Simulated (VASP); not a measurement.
# AlP (m.bgw) (F-43m) in VASP: single point with PBE

Aim: the single point of AlP (m.bgw) with PBE.

Everything below comes from runs of VASP 6.6.1. Logs are shortened: lines on timing, memory, paths and dates and some standing lists are left out, and cuts for length are marked.

## Step 1: The cell of the first run

Symmetry: F-43m, No. 216, cubic system. The conventional cell has a = 5.507 Å, b = 5.507 Å, c = 5.507 Å, α = 90.00°, β = 90.00°, γ = 90.00°. Within 3.1 Å of Al (site symmetry -43m) lie 4 P at 2.38 Å. P (site symmetry -43m) has 4 Al at 2.38 Å within 3.1 Å.

## Step 2: Single point, PBE

File INCAR:

```
PREC = Accurate
ENCUT = 500
EDIFF = 1E-6
ISMEAR = 0
SIGMA = 0.01
LREAL = F
LASPH = T
NELM = 120
ALGO = Normal
ISIF = 2
LWAVE = F
LCHARG = F
GGA = PE
NBANDS = 11
GGA_COMPAT = F
```

File KPOINTS:

```
regular mesh
0
Gamma
  4 4 4
```

File POSCAR:

```
AlP
1.0
    0.0000000000      2.7534771697      2.7534771697
    2.7534771697      0.0000000000      2.7534771697
    2.7534771697      2.7534771697      0.0000000000
Al P
1 1
Direct
    0.0000000000      0.0000000000      0.0000000000
    0.2500000000      0.2500000000      0.2500000000
```

Potentials or basis: VASP PAW PBE potentials, release 64 (Al, P).

Launch:

```
cat potpaw_PBE.64/Al/POTCAR potpaw_PBE.64/P/POTCAR > POTCAR
mpirun -np 1 vasp_std > vasp.out
```

OUTCAR:

```text
PREC = Accurate
   ENCUT = 500
   EDIFF = 1E-6
   ISMEAR = 0
   LREAL = F
   LASPH = T
   NELM = 120
   ISIF = 2
   GGA = PE

 ion  position               nearest neighbor table
   1  0.000  0.000  0.000-   2 2.38   2 2.38   2 2.38   2 2.38
   2  0.250  0.250  0.250-   1 2.38   1 2.38   1 2.38   1 2.38

  LATTYP: Found a face centered cubic cell.
 ALAT       =     5.5069543394

  Lattice vectors:

 A1 = (   0.0000000000,   2.7534771697,   2.7534771697)
 A2 = (   2.7534771697,   0.0000000000,   2.7534771697)
 A3 = (   2.7534771697,   2.7534771697,   0.0000000000)

Analysis of symmetry for initial positions (statically):
=====================================================================
 Subroutine PRICEL returns:
 Original cell was already a primitive cell.

 Routine SETGRP: Setting up the symmetry group for a
 face centered cubic supercell.

 Subroutine GETGRP returns: Found 24 space group operations
 (whereof 24 operations were pure point group operations)
 out of a pool of 48 trial point group operations.

The static configuration has the point symmetry T_d .

Analysis of symmetry for dynamics (positions and initial velocities):
=====================================================================
 Subroutine PRICEL returns:
 Original cell was already a primitive cell.

 Routine SETGRP: Setting up the symmetry group for a
 face centered cubic supercell.

 Subroutine GETGRP returns: Found 24 space group operations
 (whereof 24 operations were pure point group operations)
 out of a pool of 48 trial point group operations.

The dynamic configuration has the point symmetry T_d .

 Subroutine INISYM returns: Found 24 space group operations
 (whereof 24 operations are pure point group operations),
 and found     1 'primitive' translations

----------------------------------------------------------------------------------------

                                     Primitive cell

  volume of cell :      41.7517

  direct lattice vectors                    reciprocal lattice vectors
     0.000000000  2.753477170  2.753477170    -0.181588577  0.181588577  0.181588577
     2.753477170  0.000000000  2.753477170     0.181588577 -0.181588577  0.181588577
     2.753477170  2.753477170  0.000000000     0.181588577  0.181588577 -0.181588577

  length of vectors
     3.894004757  3.894004757  3.894004757     0.314520641  0.314520641  0.314520641

  position of ions in fractional coordinates (direct lattice)
     0.000000000  0.000000000  0.000000000
     0.250000000  0.250000000  0.250000000

  ion indices of the primitive-cell ions
   primitive index   ion index
                 1           1
                 2           2

----------------------------------------------------------------------------------------

 KPOINTS: regular mesh

Automatic generation of k-mesh.
 Grid dimensions read from file:
 generate k-points for:    4    4    4

 Generating k-lattice:

  Cartesian coordinates                     Fractional coordinates (reciprocal lattice)
    -0.045397144  0.045397144  0.045397144     0.250000000  0.000000000  0.000000000
     0.045397144 -0.045397144  0.045397144     0.000000000  0.250000000  0.000000000
     0.045397144  0.045397144 -0.045397144     0.000000000  0.000000000  0.250000000

  Length of vectors
     0.078630160  0.078630160  0.078630160

  Shift w.r.t. Gamma in fractional coordinates (k-lattice)
     0.000000000  0.000000000  0.000000000

 Subroutine IBZKPT returns following result:
 ===========================================

 Found      8 irreducible k-points:

 Following reciprocal coordinates:
            Coordinates               Weight
  0.000000  0.000000  0.000000      1.000000
  0.250000  0.000000  0.000000      8.000000
  0.500000  0.000000  0.000000      4.000000
  0.250000  0.250000  0.000000      6.000000
  0.500000  0.250000  0.000000     24.000000
 -0.250000  0.250000  0.000000     12.000000
  0.500000  0.500000  0.000000      3.000000
 -0.250000  0.500000  0.250000      6.000000
   k-points           NKPTS =      8   k-points in BZ     NKDIM =      8   number of bands    NBANDS=     11
   number of dos      NEDOS =    301   number of ions     NIONS =      2
   total plane-waves  NPLWV =  21952
   dimension x,y,z NGX =    28 NGY =   28 NGZ =   28
   dimension x,y,z NGXF=    56 NGYF=   56 NGZF=   56
   ions per type =               1   1
   NGX,Y,Z   is equivalent  to a cutoff of  11.95, 11.95, 11.95 a.u.
   NGXF,Y,Z  is equivalent  to a cutoff of  23.91, 23.91, 23.91 a.u.
 SYSTEM =  unknown system
   PREC   = accura    normal or accurate (medium, high low for compatibility)
   ISTART =      0    job   : 0-new  1-cont  2-samecut
   ICHARG =      2    charge: 1-file 2-atom 10-const
   ISPIN  =      1    spin polarized calculation?
   LNONCOLLINEAR =      F non collinear calculations
   LSORBIT =      F    spin-orbit coupling
   LASPH  =      T    aspherical Exc in radial PAW
   ENCUT  =  500.0 eV  36.75 Ry    6.06 a.u.   7.10  7.10  7.10*2*pi/ulx,y,z
   NELM   =    120;   NELMIN=  2; NELMDL= -5     # of ELM steps
   EDIFF  = 0.1E-05   stopping-criterion for ELM
   LREAL  =      F    real-space projection
   EDIFFG = 0.1E-04   stopping-criterion for IOM
   NSW    =      0    number of steps for IOM
   IBRION =     -1    ionic relax: 0-MD 1-quasi-New 2-CG
   NFREE  =      0    steps in history (QN), initial steepest desc. (CG)
   ISIF   =      2    stress and relaxation
   ISYM   =      2    0-nonsym 1-usesym 2-fastsym
   POTIM  = 0.5000    time-step for ionic-motion
   TEBEG  =    0.0;   TEEND  =   0.0 temperature during run
   PSTRESS=    0.0 pullay stress
   NELECT =       8.0000    total number of electrons
   NUPDOWN=      -1.0000    fix difference up-down
   EMIN   =  10.00;   EMAX   =-10.00  energy-range for DOS
   EFERMI =   0.00;   METHOD = LEGACY
   ISMEAR =     0;   SIGMA  =   0.01  broadening in eV -4-tet -1-fermi 0-gaus
   EFERMI_NEDOS =   21; number of points for ismear=-14 and -15
   IALGO  =     38    algorithm
   IMIX   =      4    mixing-type and parameters
     AMIX     =   0.40;   BMIX     =  1.00
     AMIX_MAG =   1.60;   BMIX_MAG =  1.00
  volume/ion in A,a.u.               =      20.88       140.88
  Fermi-wavevector in a.u.,A,eV,Ry     =   0.943800  1.783524 12.119507  0.890759
  Thomas-Fermi vector in A             =   2.071543
   LORBIT       =      0    0 simple, 1 ext, 2 COOP (PROOUT), +10 PAW based schemes
   GGA     = PE    functional components
   LHFCALC =     F    Hartree Fock is set to
   AEXX    =    0.0000 exact exchange contribution
   IVDW    =     0    specifies the selected vdW correction
   LEPSILON=     F    determine dielectric tensor
   LRPA    =     F    only Hartree local field effects (RPA)
 non-spin polarized calculation
 Gauss-broadening in eV      SIGMA  =   0.01
  energy-cutoff  :      500.00
  volume of cell :       41.75
 maximum number of plane-waves:      1068
   NGX = 15   NGY = 15   NGZ = 15

 number of electron       8.0000001 magnetization

 Free energy of the ion-electron system (eV)
  ---------------------------------------------------
  ext. energy  EPLUGINS =         0.00000000
  ---------------------------------------------------
  free energy    TOTEN  =       -10.28366958 eV

  energy without entropy =      -10.28366958  energy(sigma->0) =      -10.28366958

 E-fermi :   4.4596     XC(G=0):  -9.0922

 val. band max:        4.3861911749   @ k =   0.0000   0.0000   0.0000
 cond. band min:       5.9914437406   @ k =   0.5000   0.5000   0.0000
 fundamental gap:      1.6052525657
 Fermi energy:         4.4596128375

 k-point     1 :       0.0000    0.0000    0.0000
  band No.  band energies     occupation
      1      -6.9784      2.00000
      2       4.3862      2.00000
      3       4.3862      2.00000
      4       4.3862      2.00000
      5       7.4669      0.00000
      6       8.8863      0.00000
      7       8.8863      0.00000
      8       8.8863      0.00000
      9      13.1694      0.00000
     10      13.1694      0.00000
     11      14.4802      0.00000

 k-point     2 :       0.2500    0.0000    0.0000
  band No.  band energies     occupation
      1      -6.3394      2.00000
      2       1.2488      2.00000
      3       3.9508      2.00000
      4       3.9508      2.00000
      5       7.5926      0.00000
      6       9.4744      0.00000
      7       9.4744      0.00000
      8      11.1527      0.00000
      9      12.6606      0.00000
     10      12.6606      0.00000
     11      14.6404      0.00000

 k-point     3 :       0.5000    0.0000    0.0000
  band No.  band energies     occupation
      1      -5.3551      2.00000
      2      -1.0456      2.00000
      3       3.6342      2.00000
      4       3.6342      2.00000
      5       7.0883      0.00000
      6       9.1729      0.00000
      7       9.1729      0.00000
      8      12.5748      0.00000
      9      15.8198      0.00000
     10      15.8198      0.00000
     11      16.0082      0.00000

 k-point     4 :       0.2500    0.2500    0.0000
  band No.  band energies     occupation
      1      -6.1192      2.00000
      2       1.5040      2.00000
      3       3.1258      2.00000
      4       3.1258      2.00000
      5       7.2231      0.00000
      6       8.4216      0.00000
      7      11.3578      0.00000
      8      11.3578      0.00000
      9      12.1984      0.00000
     10      14.3280      0.00000
     11      17.8554      0.00000

 k-point     5 :       0.5000    0.2500    0.0000
  band No.  band energies     occupation
      1      -5.0983      2.00000
      2      -0.4506      2.00000
      3       1.7812      2.00000
      4       2.8697      2.00000
      5       7.1668      0.00000
      6       9.6305      0.00000
      7      11.1496      0.00000
      8      11.4273      0.00000
      9      15.0300      0.00000
     10      15.8722      0.00000
     11      17.5324      0.00000

 k-point     6 :      -0.2500    0.2500    0.0000
  band No.  band energies     occupation
      1      -5.4681      2.00000
      2       0.0912      2.00000
      3       1.6237      2.00000
      4       3.5592      2.00000
      5       8.1032      0.00000
      6      10.4061      0.00000
      7      10.5088      0.00000
      8      10.8464      0.00000
      9      11.9836      0.00000
     10      15.2825      0.00000
     11      17.4633      0.00000

 k-point     7 :       0.5000    0.5000    0.0000
  band No.  band energies     occupation
      1      -4.7140      2.00000
      2      -0.8531      2.00000
      3       2.3270      2.00000
      4       2.3270      2.00000
      5       5.9914      0.00000
      6       6.8401      0.00000
      7      15.2218      0.00000
      8      15.2218      0.00000
      9      16.1711      0.00000
     10      16.3628      0.00000
     11      16.3628      0.00000

 k-point     8 :      -0.2500    0.5000    0.2500
  band No.  band energies     occupation
      1      -4.6679      2.00000
      2      -0.4858      2.00000
      3       1.2996      2.00000
      4       1.6433      2.00000
      5       8.6943      0.00000
      6      10.1867      0.00000
      7      10.5024      0.00000
      8      10.6576      0.00000
      9      15.4540      0.00000
     10      16.1893      0.00000
     11      17.4916      0.00000

------------------------ aborting loop because EDIFF is reached ----------------------------------------

  FORCE on cell =-STRESS in cart. coord.  units (eV):
  Direction    XX          YY          ZZ          XY          YZ          ZX
  --------------------------------------------------------------------------------------
  -------------------------------------------------------------------------------------
  Total        0.0790330      0.0790330      0.0790330     -0.0000000      0.0000000      0.0000000
  in kB        3.0328060      3.0328060      3.0328060     -0.0000000      0.0000000      0.0000000
  external PRESSURE =       3.0328060 kB  Pullay stress =       0.0000000 kB

 VOLUME and BASIS-vectors are now :
 -----------------------------------------------------------------------------
  energy-cutoff  :      500.00
  volume of cell :       41.75
      direct lattice vectors                 reciprocal lattice vectors
     0.000000000  2.753477170  2.753477170    -0.181588577  0.181588577  0.181588577
     2.753477170  0.000000000  2.753477170     0.181588577 -0.181588577  0.181588577
     2.753477170  2.753477170  0.000000000     0.181588577  0.181588577 -0.181588577

 POSITION                                       TOTAL-FORCE (eV/Angst)
 -----------------------------------------------------------------------------------
      0.00000      0.00000      0.00000        -0.000000     -0.000000      0.000000
      1.37674      1.37674      1.37674         0.000000      0.000000     -0.000000
 -----------------------------------------------------------------------------------
    total drift:                                0.000000      0.000000      0.000000

  FREE ENERGIE OF THE ION-ELECTRON SYSTEM (eV)
  ---------------------------------------------------
  free  energy   TOTEN  =       -10.2836695764 eV

  energy  without entropy=      -10.2836695764  energy(sigma->0) =      -10.28366958
```

Wall time 3.7 s (1 thread of AMD EPYC 7R43 (Zen 3), shared host); peak memory 0.11 GiB.

Results:

* Free energy: -10.2837 eV
* Pressure: 0.3 GPa
* Band gap on the k mesh: 1.61 eV, indirect (least direct gap 3.08 eV)

Caveat: the k points lie up to 0.49 Å⁻¹ apart.
